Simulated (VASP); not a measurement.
# Si2Ni (Fm-3m) in VASP: vibrations by perturbation theory with PBEsol

Aim: the vibrations by perturbation theory of Si2Ni with PBEsol.

All numbers are computed with VASP 6.6.1; they aren't measurements. Logs are shortened: lines on timing, memory, paths and dates and some standing lists are left out, and cuts for length are marked.

### Step 1. The cell of the first run

It takes space group Fm-3m (No. 225, cubic). The conventional cell has a = 5.391 Å, b = 5.391 Å, c = 5.391 Å, α = 90.00°, β = 90.00°, γ = 90.00°. Within 3.1 Å of Si (site symmetry -43m) lie 4 Ni at 2.33 Å and 6 Si at 2.70 Å. Within 3.1 Å of Ni (site symmetry m-3m) lie 8 Si at 2.33 Å.

### Step 2. Vibrations by perturbation theory, PBEsol, collinear spin

Contents of INCAR:

```
SYSTEM = Si2Ni
  ALGO = Normal
  EDIFF = 1E-8
  ENCUT = 520
  GGA = PS
  IBRION = 8
  ISIF = 2
  ISMEAR = 0
  ISPIN = 2
  LASPH = .TRUE.
  LCHARG = .TRUE.
  LMAXMIX = 4
  LORBIT = 11
  LREAL = .FALSE.
  LWAVE = .FALSE.
  MAGMOM = 0 0 0.05
  NELM = 150
  NSW = 1
  PREC = Accurate
  SIGMA = 0.15
```

Contents of KPOINTS:

```
k-points
0
G
  12 12 12
  0 0 0
```

Contents of POSCAR:

```
Si2Ni
1.0
    0.0000000000      2.6955997190      2.6955997190
    2.6955997190      0.0000000000      2.6955997190
    2.6955997190      2.6955997190      0.0000000000
Si Ni
2 1
Direct
    0.2500000000      0.2500000000      0.2500000000
    0.7500000000      0.7500000000      0.7500000000
    0.0000000000      0.0000000000      0.0000000000
```

Potentials or basis: VASP PAW PBE potentials, release 64 (Si, Ni).

Run with:

```console
> cat potpaw_PBE.64/Si/POTCAR potpaw_PBE.64/Ni/POTCAR > POTCAR
> mpirun -np 1 vasp_std > vasp.out
```

OUTCAR:

```text
SYSTEM = Si2Ni
   EDIFF = 1E-8
   ENCUT = 520
   GGA = PS
   IBRION = 8
   ISIF = 2
   ISMEAR = 0
   ISPIN = 2
   LASPH = .TRUE.
   LORBIT = 11
   LREAL = .FALSE.
   NELM = 150
   NSW = 1
   PREC = Accurate

 ion  position               nearest neighbor table
   1  0.250  0.250  0.250-   3 2.33   3 2.33   3 2.33   3 2.33   2 2.70   2 2.70   2 2.70   2 2.70
                             2 2.70   2 2.70
   2  0.750  0.750  0.750-   3 2.33   3 2.33   3 2.33   3 2.33   1 2.70   1 2.70   1 2.70   1 2.70
                             1 2.70   1 2.70
   3  0.000  0.000  0.000-   2 2.33   2 2.33   2 2.33   1 2.33   1 2.33   1 2.33   2 2.33   1 2.33

  LATTYP: Found a face centered cubic cell.
 ALAT       =     5.3911994380

  Lattice vectors:

 A1 = (   0.0000000000,   2.6955997190,   2.6955997190)
 A2 = (   2.6955997190,   0.0000000000,   2.6955997190)
 A3 = (   2.6955997190,   2.6955997190,   0.0000000000)

Analysis of symmetry for initial positions (statically):
=====================================================================
 Subroutine PRICEL returns:
 Original cell was already a primitive cell.

 Routine SETGRP: Setting up the symmetry group for a
 face centered cubic supercell.

 Subroutine GETGRP returns: Found 48 space group operations
 (whereof 48 operations were pure point group operations)
 out of a pool of 48 trial point group operations.

The static configuration has the point symmetry O_h .

Analysis of symmetry for dynamics (positions and initial velocities):
=====================================================================
 Subroutine PRICEL returns:
 Original cell was already a primitive cell.

 Routine SETGRP: Setting up the symmetry group for a
 face centered cubic supercell.

 Subroutine GETGRP returns: Found 48 space group operations
 (whereof 48 operations were pure point group operations)
 out of a pool of 48 trial point group operations.

The dynamic configuration has the point symmetry O_h .

Analysis of structural, dynamic, and magnetic symmetry:
=====================================================================
 Subroutine PRICEL returns:
 Original cell was already a primitive cell.

 Routine SETGRP: Setting up the symmetry group for a
 face centered cubic supercell.

 Subroutine GETGRP returns: Found 48 space group operations
 (whereof 48 operations were pure point group operations)
 out of a pool of 48 trial point group operations.

The overall configuration has the point symmetry O_h .

 Subroutine INISYM returns: Found 48 space group operations
 (whereof 48 operations are pure point group operations),
 and found     1 'primitive' translations

----------------------------------------------------------------------------------------

                                     Primitive cell

  volume of cell :      39.1738

  direct lattice vectors                    reciprocal lattice vectors
     0.000000000  2.695599719  2.695599719    -0.185487480  0.185487480  0.185487480
     2.695599719  0.000000000  2.695599719     0.185487480 -0.185487480  0.185487480
     2.695599719  2.695599719  0.000000000     0.185487480  0.185487480 -0.185487480

  length of vectors
     3.812153681  3.812153681  3.812153681     0.321273740  0.321273740  0.321273740

  position of ions in fractional coordinates (direct lattice)
     0.250000000  0.250000000  0.250000000
     0.750000000  0.750000000  0.750000000
[... 527 lines left out ...]

 k-point     1 :       0.0000    0.0000    0.0000
  band No.  band energies     occupation
      1      -3.4482      1.00000
      2       5.2113      1.00000
      3       5.2113      1.00000
      4       5.2113      1.00000
      5       6.9141      1.00000
      6       6.9141      1.00000
      7      10.2786      0.96732
      8      12.2054      0.00000
      9      12.2054      0.00000
     10      12.2054      0.00000
     11      12.7241      0.00000
     12      12.7241      0.00000
     13      12.7241      0.00000
[... 356 lines left out ...]
      2       0.8493      1.00000
      3       4.9745      1.00000
      4       5.7924      1.00000
      5       6.2130      1.00000
      6       6.8422      1.00000
      7       7.1005      1.00000
      8       7.9466      1.00000
      9       8.6889      1.00000
     10      11.2435      0.00000
     11      13.1498      0.00000
     12      14.1161      0.00000
     13      15.5679      0.00000

 [... further k-points ...]

------------------------ aborting loop because EDIFF is reached ----------------------------------------

  FORCE on cell =-STRESS in cart. coord.  units (eV):
  Direction    XX          YY          ZZ          XY          YZ          ZX
  --------------------------------------------------------------------------------------
  -------------------------------------------------------------------------------------
  Total       -0.0204055     -0.0204055     -0.0204055      0.0000000      0.0000000     -0.0000000
  in kB       -0.8345675     -0.8345675     -0.8345675      0.0000000      0.0000000     -0.0000000
  external PRESSURE =      -0.8345675 kB  Pullay stress =       0.0000000 kB

 VOLUME and BASIS-vectors are now :
 -----------------------------------------------------------------------------
  energy-cutoff  :      520.00
  volume of cell :       39.17
      direct lattice vectors                 reciprocal lattice vectors
     0.000000000  2.695599719  2.695599719    -0.185487480  0.185487480  0.185487480
     2.695599719  0.000000000  2.695599719     0.185487480 -0.185487480  0.185487480
     2.695599719  2.695599719  0.000000000     0.185487480  0.185487480 -0.185487480

 POSITION                                       TOTAL-FORCE (eV/Angst)
 -----------------------------------------------------------------------------------
      1.34780      1.34780      1.34780         0.000000      0.000000      0.000000
      4.04340      4.04340      4.04340        -0.000000     -0.000000     -0.000000
      0.00000      0.00000      0.00000         0.000000      0.000000      0.000000
 -----------------------------------------------------------------------------------
    total drift:                               -0.000000     -0.000000      0.000000

  FREE ENERGIE OF THE ION-ELECTRON SYSTEM (eV)
  ---------------------------------------------------
  free  energy   TOTEN  =       -18.9849308893 eV

  energy  without entropy=      -18.9744613959  energy(sigma->0) =      -18.97969614

[... ionic steps 2 to 9 ...]

--------------------------------------- Ionic step       10  -------------------------------------------

 Free energy of the ion-electron system (eV)
  ---------------------------------------------------
  ---------------------------------------------------
  free energy    TOTEN  =        -0.18835545 eV

  energy without entropy =       -0.18835545

------------------------ aborting loop because EDIFF is reached ----------------------------------------

 INTERNAL STRAIN TENSOR  FOR ION    3  DIRECTION 1   (eV/Angst):
 -----------------------------------------------------------------------------
    -0.02002 -0.00000  0.00000
     0.00000  0.02888 -0.00000
    -0.00000 -0.00000  0.02888

 INTERNAL STRAIN TENSOR FOR ION    3 for displacements in x,y,z  (eV/Angst):
          X           Y           Z          XY          YZ          ZX
  --------------------------------------------------------------------------------
  x     0.00000     0.00000     0.00000     0.00000     0.00000     0.00000
  y     0.00000     0.00000     0.00000     0.00000     0.00000     0.00000
  z     0.00000     0.00000     0.00000     0.00000     0.00000     0.00000

 SECOND DERIVATIVES (NOT SYMMETRIZED)
 ------------------------------------
               1X          1Y          1Z          2X          2Y          2Z          3X          3Y          3Z
  1X    -8.048222    0.000000    0.000000    2.985244    0.000000    0.000000    5.062977    0.000000    0.000000
  1Y     0.000000   -8.048222    0.000000    0.000000    2.985244    0.000000    0.000000    5.062977    0.000000
  1Z     0.000000    0.000000   -8.048222    0.000000    0.000000    2.985244    0.000000    0.000000    5.062977
  2X     2.985244    0.000000    0.000000   -8.048222    0.000000    0.000000    5.062977    0.000000    0.000000
  2Y     0.000000    2.985244    0.000000    0.000000   -8.048222    0.000000    0.000000    5.062977    0.000000
  2Z     0.000000    0.000000    2.985244    0.000000    0.000000   -8.048222    0.000000    0.000000    5.062977
  3X     5.050285    0.000000    0.000000    5.050285    0.000000    0.000000  -10.100571    0.000000    0.000000
  3Y     0.000000    5.050285    0.000000    0.000000    5.050285    0.000000    0.000000  -10.100571    0.000000
  3Z     0.000000    0.000000    5.050285    0.000000    0.000000    5.050285    0.000000    0.000000  -10.100571

 Eigenvectors and eigenvalues of the dynamical matrix
 ----------------------------------------------------

   1 f  =    9.798723 THz    61.567194 2PiTHz  326.850225 cm-1    40.524245 meV
             X         Y         Z           dx          dy          dz
      1.347800  1.347800  1.347800     0.651858    0.274010    0.000000
      4.043400  4.043400  4.043400    -0.651858   -0.274010   -0.000000
      0.000000  0.000000  0.000000    -0.000000   -0.000000    0.000000
[... 43 lines left out ...]
   9 f/i=    0.005822 THz     0.036578 2PiTHz    0.194185 cm-1     0.024076 meV
             X         Y         Z           dx          dy          dz
      1.347800  1.347800  1.347800    -0.003482   -0.054452   -0.491146
      4.043400  4.043400  4.043400    -0.003482   -0.054452   -0.491146
      0.000000  0.000000  0.000000    -0.005040   -0.078815   -0.710887

--------------------------------------------------------------------------------------------------------

 ELASTIC MODULI CONTR FROM IONIC RELAXATION (kBar)
 Direction    XX          YY          ZZ          XY          YZ          ZX
 --------------------------------------------------------------------------------
 XX          -0.0000      0.0000      0.0000     -0.0000      0.0000     -0.0000
 YY           0.0000     -0.0000     -0.0000     -0.0000     -0.0000      0.0000
 ZZ           0.0000     -0.0000     -0.0000      0.0000     -0.0000     -0.0000
 XY          -0.0000     -0.0000      0.0000   -402.2308      0.0000      0.0000
 YZ           0.0000     -0.0000     -0.0000      0.0000   -402.2308      0.0000
 ZX          -0.0000      0.0000     -0.0000      0.0000      0.0000   -402.2308
 --------------------------------------------------------------------------------

 total charge

# of ion       s       p       d       tot
------------------------------------------
    1        0.738   0.849   0.000   1.587
    2        0.738   0.849   0.000   1.587
    3        0.569   0.820   8.461   9.849
--------------------------------------------------
tot          2.045   2.517   8.461  13.023

 magnetization (x)

# of ion       s       p       d       tot
------------------------------------------
    1       -0.000   0.000   0.000   0.000
    2       -0.000   0.000   0.000   0.000
    3       -0.000   0.000  -0.000  -0.000
--------------------------------------------------
tot         -0.000   0.000  -0.000  -0.000
```

Run time: 7.3 min. Hardware: 1 thread of Intel Xeon 6975P-C (Granite Rapids), shared host; peak memory 0.61 GiB.

Results:

```yaml
Net_moment: 0.00 μB per cell
Valence_electrons_inside_the_program's_atomic_spheres: Si 1.59; Ni 9.85
Highest_phonon_frequency_at_Γ: 327 cm⁻¹
```

Phonon frequencies in cm⁻¹ (negative: imaginary):
```csv
q point,frequencies
"(0.000, 0.000, 0.000)",0 0 0 310 310 310 327 327 327
```

Caveat: the PAW data sets were made with another functional, which shifts forces and pressure a little.
